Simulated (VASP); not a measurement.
# H2C18O in VASP: single point with LDA

Aim: the single point of H2C18O with LDA.

Everything below comes from runs of VASP 6.6.1. Logs are shortened: lines on timing, memory, paths and dates and some standing lists are left out, and cuts for length are marked.

### Step 1. The cell of the first run

The cell holds a slab with vacuum, 21 atoms: a = 7.398 Å, b = 7.398 Å, c = 13.000 Å, α = 90.00°, β = 90.00°, γ = 120.00°.

### Step 2. Single point, LDA

INCAR

```
PREC = Accurate
ENCUT = 1000
EDIFF = 1E-6
ISMEAR = 0
SIGMA = 0.05
LREAL = Auto
LASPH = T
NELM = 120
ALGO = Normal
ISIF = 2
LWAVE = F
LCHARG = F
NBANDS = 56
GGA_COMPAT = F
NELMDL = -8
```

KPOINTS

```
regular mesh
0
Gamma
  2 2 1
```

POSCAR

```
H2C18O
1.0
    7.3980000000      0.0000000000      0.0000000000
   -3.6990000000      6.4068560000      0.0000000000
    0.0000000000      0.0000000000     13.0000000000
C O H
18 1 2
Direct
   -0.0013653994      0.0075625236      0.0746886154
    0.2195232205      0.1179793958      0.0653423846
   -0.0006518804      0.3427784236      0.0804481538
    0.2286013977      0.4573868993      0.0866724615
   -0.0012671993      0.6775680615      0.0748461538
    0.2196495419      0.7879860262      0.0656266923
    0.3325624410      0.0093930627      0.0626180769
    0.5550819319      0.1206356128      0.0620966923
    0.3352281480      0.3403992535      0.0639982308
    0.5525311206      0.4492409381      0.0641986154
    0.3356447376      0.6813657120      0.0643670769
    0.5526144832      0.7899607858      0.0637315385
    0.6673982246      0.0117158869      0.0646471538
    0.8881730678      0.1224037188      0.0739904615
    0.6674385962      0.3420193930      0.0649526154
    0.8882361916      0.4521358058      0.0742458462
    0.6573438684      0.6720545928      0.0901369231
    0.8872649278      0.7868653517      0.0816616154
    0.5622647156      0.6347319184      0.2199928462
    0.3364279855      0.5126918726      0.1736820000
    0.5924963936      0.5305834874      0.2488252308
```

Potentials or basis: VASP PAW LDA potentials, release 64 (C_h, O_h, H_h).

The run is started by

```console
$ cat potpaw_LDA.64/C_h/POTCAR potpaw_LDA.64/O_h/POTCAR potpaw_LDA.64/H_h/POTCAR > POTCAR
$ mpirun -np 1 vasp_std > vasp.out
```

OUTCAR:

```text
PREC = Accurate
   ENCUT = 1000
   EDIFF = 1E-6
   ISMEAR = 0
   LREAL = Auto
   LASPH = T
   NELM = 120
   ISIF = 2
   NELMDL = -8

 ion  position               nearest neighbor table
   1  0.999  0.008  0.075-  18 1.42   2 1.42  14 1.44
   2  0.220  0.118  0.065-   1 1.42   7 1.42   9 1.43
   3  0.999  0.343  0.080-  14 1.41  16 1.41   4 1.47
   4  0.229  0.457  0.087-   9 1.46  11 1.46   3 1.47
   5  0.999  0.678  0.075-  18 1.42   6 1.42  16 1.44
   6  0.220  0.788  0.066-   7 1.42   5 1.42  11 1.43
[... 10 lines left out ...]
  17  0.657  0.672  0.090-  10 1.47  12 1.47  18 1.48
  18  0.887  0.787  0.082-   1 1.42   5 1.42  17 1.48
  19  0.562  0.635  0.220-  21 0.98
  20  0.336  0.513  0.174-
  21  0.592  0.531  0.249-  19 0.98

  LATTYP: Found a hexagonal cell.
 ALAT       =     7.3980000000
 C/A-ratio  =     1.7572316842

  Lattice vectors:

 A1 = (   7.3980000000,   0.0000000000,   0.0000000000)
 A2 = (  -3.6990000000,   6.4068560000,   0.0000000000)
 A3 = (   0.0000000000,   0.0000000000,  13.0000000000)

Analysis of symmetry for initial positions (statically):
=====================================================================
 Subroutine PRICEL returns:
 Original cell was already a primitive cell.

 Routine SETGRP: Setting up the symmetry group for a
 hexagonal supercell.

 Subroutine GETGRP returns: Found  1 space group operations
 (whereof  1 operations were pure point group operations)
 out of a pool of 24 trial point group operations.

The static configuration has the point symmetry C_1 .

Analysis of symmetry for dynamics (positions and initial velocities):
=====================================================================
 Subroutine PRICEL returns:
 Original cell was already a primitive cell.

 Routine SETGRP: Setting up the symmetry group for a
 hexagonal supercell.

 Subroutine GETGRP returns: Found  1 space group operations
 (whereof  1 operations were pure point group operations)
 out of a pool of 24 trial point group operations.

The dynamic configuration has the point symmetry C_1 .

 Subroutine INISYM returns: Found  1 space group operations
 (whereof  1 operations are pure point group operations),
 and found     1 'primitive' translations

----------------------------------------------------------------------------------------

                                     Primitive cell

  volume of cell :     616.1730

  direct lattice vectors                    reciprocal lattice vectors
     7.398000000  0.000000000  0.000000000     0.135171668  0.078041398  0.000000000
    -3.699000000  6.406856000  0.000000000     0.000000000  0.156082796  0.000000000
     0.000000000  0.000000000 13.000000000     0.000000000  0.000000000  0.076923077

  length of vectors
     7.398000000  7.398000054 13.000000000     0.156082797  0.156082796  0.076923077

  position of ions in fractional coordinates (direct lattice)
     0.998634601  0.007562524  0.074688615
     0.219523221  0.117979396  0.065342385
     0.999348120  0.342778424  0.080448154
     0.228601398  0.457386899  0.086672462
     0.998732801  0.677568061  0.074846154
     0.219649542  0.787986026  0.065626692
[... 13 lines left out ...]
     0.336427986  0.512691873  0.173682000
     0.592496394  0.530583487  0.248825231

  ion indices of the primitive-cell ions
   primitive index   ion index
                 1           1
                 2           2
                 3           3
                 4           4
                 5           5
                 6           6
[... 13 lines left out ...]
                20          20
                21          21

----------------------------------------------------------------------------------------

 KPOINTS: regular mesh

Automatic generation of k-mesh.
 Grid dimensions read from file:
 generate k-points for:    2    2    1

 Generating k-lattice:

  Cartesian coordinates                     Fractional coordinates (reciprocal lattice)
     0.067585834  0.039020699  0.000000000     0.500000000 -0.000000000  0.000000000
     0.000000000  0.078041398  0.000000000     0.000000000  0.500000000  0.000000000
     0.000000000  0.000000000  0.076923077     0.000000000  0.000000000  1.000000000

  Length of vectors
     0.078041399  0.078041398  0.076923077

  Shift w.r.t. Gamma in fractional coordinates (k-lattice)
     0.000000000  0.000000000  0.000000000

 Subroutine IBZKPT returns following result:
 ===========================================

 Found      4 irreducible k-points:

 Following reciprocal coordinates:
            Coordinates               Weight
  0.000000  0.000000  0.000000      1.000000
  0.500000  0.000000  0.000000      1.000000
  0.000000  0.500000  0.000000      1.000000
  0.500000  0.500000  0.000000      1.000000
   k-points           NKPTS =      4   k-points in BZ     NKDIM =      4   number of bands    NBANDS=     56
   number of dos      NEDOS =    301   number of ions     NIONS =     21
   total plane-waves  NPLWV = 896000
   dimension x,y,z NGX =    80 NGY =   80 NGZ =  140
   dimension x,y,z NGXF=   160 NGYF=  160 NGZF=  280
   ions per type =              18   1   2
   NGX,Y,Z   is equivalent  to a cutoff of  17.98, 17.98, 17.90 a.u.
   NGXF,Y,Z  is equivalent  to a cutoff of  35.95, 35.95, 35.81 a.u.
 SYSTEM =  unknown system
   PREC   = accura    normal or accurate (medium, high low for compatibility)
   ISTART =      0    job   : 0-new  1-cont  2-samecut
   ICHARG =      2    charge: 1-file 2-atom 10-const
   ISPIN  =      1    spin polarized calculation?
   LNONCOLLINEAR =      F non collinear calculations
   LSORBIT =      F    spin-orbit coupling
   LASPH  =      T    aspherical Exc in radial PAW
   ENCUT  = 1000.0 eV  73.50 Ry    8.57 a.u.  19.08 19.08 33.52*2*pi/ulx,y,z
   NELM   =    120;   NELMIN=  2; NELMDL= -8     # of ELM steps
   EDIFF  = 0.1E-05   stopping-criterion for ELM
   LREAL  =      T    real-space projection
   EDIFFG = 0.1E-04   stopping-criterion for IOM
   NSW    =      0    number of steps for IOM
   IBRION =     -1    ionic relax: 0-MD 1-quasi-New 2-CG
   NFREE  =      0    steps in history (QN), initial steepest desc. (CG)
   ISIF   =      2    stress and relaxation
   ISYM   =      2    0-nonsym 1-usesym 2-fastsym
   POTIM  = 0.5000    time-step for ionic-motion
   TEBEG  =    0.0;   TEEND  =   0.0 temperature during run
   PSTRESS=    0.0 pullay stress
   NELECT =      80.0000    total number of electrons
   NUPDOWN=      -1.0000    fix difference up-down
   EMIN   =  10.00;   EMAX   =-10.00  energy-range for DOS
   EFERMI =   0.00;   METHOD = LEGACY
   ISMEAR =     0;   SIGMA  =   0.05  broadening in eV -4-tet -1-fermi 0-gaus
   EFERMI_NEDOS =   21; number of points for ismear=-14 and -15
   IALGO  =     38    algorithm
   IMIX   =      4    mixing-type and parameters
     AMIX     =   0.40;   BMIX     =  1.00
     AMIX_MAG =   1.60;   BMIX_MAG =  1.00
  volume/ion in A,a.u.               =      29.34       198.01
  Fermi-wavevector in a.u.,A,eV,Ry     =   0.828967  1.566521  9.349739  0.687186
  Thomas-Fermi vector in A             =   1.941434
   LORBIT       =      0    0 simple, 1 ext, 2 COOP (PROOUT), +10 PAW based schemes
   GGA     = CA    functional components
   LHFCALC =     F    Hartree Fock is set to
   AEXX    =    0.0000 exact exchange contribution
   IVDW    =     0    specifies the selected vdW correction
   LEPSILON=     F    determine dielectric tensor
   LRPA    =     F    only Hartree local field effects (RPA)
 non-spin polarized calculation
 Gauss-broadening in eV      SIGMA  =   0.05
  energy-cutoff  :     1000.00
  volume of cell :      616.17
 maximum number of plane-waves:     44250
 NGX is ok and might be reduce to    80
   NGX = 39   NGY = 39   NGZ = 67

 number of electron      80.0000000 magnetization

 Free energy of the ion-electron system (eV)
  ---------------------------------------------------
  ext. energy  EPLUGINS =         0.00000000
  ---------------------------------------------------
  free energy    TOTEN  =      -193.38802797 eV

  energy without entropy =     -193.38801626  energy(sigma->0) =     -193.38802212

 E-fermi :  -1.8428     XC(G=0):  -3.7445

 val. band max:       -1.9759533501   @ k =   0.0000   0.0000   0.0000
 cond. band min:      -1.7096164150   @ k =   0.0000   0.0000   0.0000
 fundamental gap:      0.2663369351
 Fermi energy:        -1.8427848886

 k-point     1 :       0.0000    0.0000    0.0000
  band No.  band energies     occupation
      1     -22.0915      2.00000
      2     -20.9191      2.00000
      3     -18.7966      2.00000
      4     -18.7044      2.00000
      5     -18.6482      2.00000
      6     -18.5660      2.00000
[... 44 lines left out ...]
     51       3.4022      0.00000
     52       4.2550      0.00000

 k-point     2 :       0.5000    0.0000    0.0000
  band No.  band energies     occupation
      1     -22.0375      2.00000
      2     -20.5506      2.00000
      3     -20.2834      2.00000
      4     -19.2394      2.00000
      5     -19.1606      2.00000
      6     -16.9000      2.00000
[... 44 lines left out ...]
     51       4.0434      0.00000
     52       4.0925      0.00000

 k-point     3 :       0.0000    0.5000    0.0000
  band No.  band energies     occupation
      1     -22.0395      2.00000
      2     -20.5306      2.00000
      3     -20.2926      2.00000
      4     -19.3021      2.00000
      5     -19.1108      2.00000
      6     -16.8956      2.00000
[... 44 lines left out ...]
     51       3.9689      0.00000
     52       4.1052      0.00000

 k-point     4 :       0.5000    0.5000    0.0000
  band No.  band energies     occupation
      1     -22.0390      2.00000
      2     -20.5363      2.00000
      3     -20.2893      2.00000
      4     -19.2904      2.00000
      5     -19.1200      2.00000
      6     -16.9062      2.00000
[... 44 lines left out ...]
     51       3.9121      0.00000
     52       4.1724      0.00000
 [bands above 52 left out]

------------------------ aborting loop because EDIFF is reached ----------------------------------------

  FORCE on cell =-STRESS in cart. coord.  units (eV):
  Direction    XX          YY          ZZ          XY          YZ          ZX
  --------------------------------------------------------------------------------------
  -------------------------------------------------------------------------------------
  Total      -13.1333760     -7.2561035     -0.0419354     -5.0068695     -0.0171061      0.0253490
  in kB      -34.1494976    -18.8673719     -0.1090407    -13.0188977     -0.0444793      0.0659127
  external PRESSURE =     -17.7086367 kB  Pullay stress =       0.0000000 kB

 VOLUME and BASIS-vectors are now :
 -----------------------------------------------------------------------------
  energy-cutoff  :     1000.00
  volume of cell :      616.17
      direct lattice vectors                 reciprocal lattice vectors
     7.398000000  0.000000000  0.000000000     0.135171668  0.078041398  0.000000000
    -3.699000000  6.406856000  0.000000000     0.000000000  0.156082796  0.000000000
     0.000000000  0.000000000 13.000000000     0.000000000  0.000000000  0.076923077

 POSITION                                       TOTAL-FORCE (eV/Angst)
 -----------------------------------------------------------------------------------
      7.35993      0.04845      0.97095        -0.001381      0.000991      0.001742
      1.18763      0.75588      0.84945        -0.003938     -0.000132     -0.001805
      6.12524      2.19613      1.04583         0.009752      0.001843      0.004282
     -0.00068      2.93041      1.12674        -0.012635     -0.008389     -0.005279
      4.88230      4.34108      0.97300        -0.000196     -0.000578      0.002185
     -1.28979      5.04851      0.85315        -0.003864      0.000195     -0.002714
[... 13 lines left out ...]
      0.59245      3.28474      2.25787         0.013321      0.008579      0.018474
      2.42066      3.39937      3.23473         0.032964     -0.036556      0.028193
 -----------------------------------------------------------------------------------
    total drift:                               -0.000665     -0.000632      0.000025

  FREE ENERGIE OF THE ION-ELECTRON SYSTEM (eV)
  ---------------------------------------------------
  free  energy   TOTEN  =      -193.3880279728 eV

  energy  without entropy=     -193.3880162594  energy(sigma->0) =     -193.38802212
```

Wall time 15 min (1 thread of Intel Xeon 6975P-C (Granite Rapids), shared host); peak memory 1.2 GiB.

Results:

* Free energy: -193.3880 eV
* Largest force: 0.057 eV/Å
* Band gap on the k mesh: 0.27 eV

Forces on the atoms (eV/Å):
```
C   -0.001  0.001  0.002
C   -0.004  0.000 -0.002
C    0.010  0.002  0.004
C   -0.013 -0.008 -0.005
C    0.000 -0.001  0.002
C   -0.004  0.000 -0.003
C    0.002  0.001 -0.003
C   -0.001  0.001 -0.002
C   -0.014  0.002 -0.007
C    0.013  0.000 -0.019
C   -0.005 -0.012 -0.006
C    0.009  0.009 -0.018
C    0.003 -0.003 -0.003
C    0.004 -0.001  0.000
C   -0.001  0.000 -0.003
C    0.000  0.003  0.000
C   -0.006  0.003  0.035
C   -0.005 -0.001  0.002
O   -0.034  0.030 -0.023
H    0.013  0.009  0.018
H    0.033 -0.037  0.028
```

Levels at points of the mesh, in eV from the valence-band top:
```tsv
k point	band 36	band 37	band 38	band 39	band 40	band 41	band 42	band 43	band 44	band 45
(0.00, 0.00, 0.00)	-2.92	-2.77	-2.11	-0.85	0.00	0.27	1.09	2.81	3.60	4.46
(0.50, 0.00, 0.00)	-2.50	-2.42	-2.30	-2.21	-1.28	1.61	2.13	2.51	2.63	2.64
(0.00, 0.50, 0.00)	-2.81	-2.52	-2.40	-2.11	-0.78	1.01	2.11	2.53	2.63	3.16
(0.50, 0.50, 0.00)	-2.78	-2.49	-2.29	-2.26	-0.78	1.02	2.10	2.53	2.65	3.15
```

Caveat: the k points lie up to 0.49 Å⁻¹ apart; there is no dipole correction, which matters where the two faces differ.
